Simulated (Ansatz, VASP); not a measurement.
# Mg in VASP and in Ansatz

The input INCAR:

```
SYSTEM = Mg
PREC = Accurate
ENCUT = 520
EDIFF = 1E-6
ISMEAR = 0
SIGMA = 0.15
LREAL = .False.
LASPH = .True.
NELM = 100
ALGO = Normal
ISIF = 2
LWAVE = .False.
LCHARG = .False.
NBANDS = 7
```

File KPOINTS:

```
regular mesh
0
Gamma
  18 18 16
  0 0 0
```

POSCAR

```
Mg
1.0
    3.0960542975      0.0000000000      0.0000000000
   -1.5480271488      2.6812616731      0.0000000000
    0.0000000000      0.0000000000      3.0448375700
Mg
1
Direct
    0.0000000000      0.0000000000      0.0000000000
```

Input for Ansatz:

```yaml
crystal:
  lattice:
    - [3.0960542975, 0.0, 0.0]
    - [-1.5480271488, 2.6812616731, 0.0]
    - [0.0, 0.0, 3.04483757]
  atoms:
    - { symbol: Mg, position: [0.0, 0.0, 0.0] }
basis:
  ecutwfc: 420
kpoints:
  mp_grid: { grid: [18, 18, 16] }
hamiltonian:
  xc: lda
scf:
  occupations: { method: gaussian, width: 0.15 }
output:
  forces: true
  stress: true
  eigenvalues: true
```

Change from the starting cell: strain +0.015 along x and y, +0.000 along z, atoms carried along.

Alike in both runs: task single point; functional LDA; k mesh 18 × 18 × 16; occupations gaussian, width 0.15 eV; no spin polarisation.

|  | VASP | Ansatz |
| --- | --- | --- |
| version | VASP 6.6.1 | Ansatz 0.2.0 |
| potentials or method | VASP PAW LDA potentials, release 64 (Mg), cutoff 520 eV | scalar-relativistic, plane waves, PAW |
| valence electrons in the cell | 2 | 10 |

Ansatz gave:

- gap on the k mesh at the Fermi level (eV): none
- pressure (GPa): -1.4
- traceless stress, the component that is largest in VASP (GPa): 0.68

Problem. Which values does VASP return?

Solution. gap on the k mesh at the Fermi level (eV): none; pressure (GPa): -1.6; traceless stress, the component that is largest in VASP (GPa): 0.70.

LDA's correlation is that of Perdew and Zunger in VASP and of Perdew and Wang (1992) in Ansatz. A gap of «none» marks a metal or a gap that the smearing closes. VASP's potentials hold 2 valence electrons a cell and Ansatz's 10, so a difference there can come from the potentials and not from the codes.
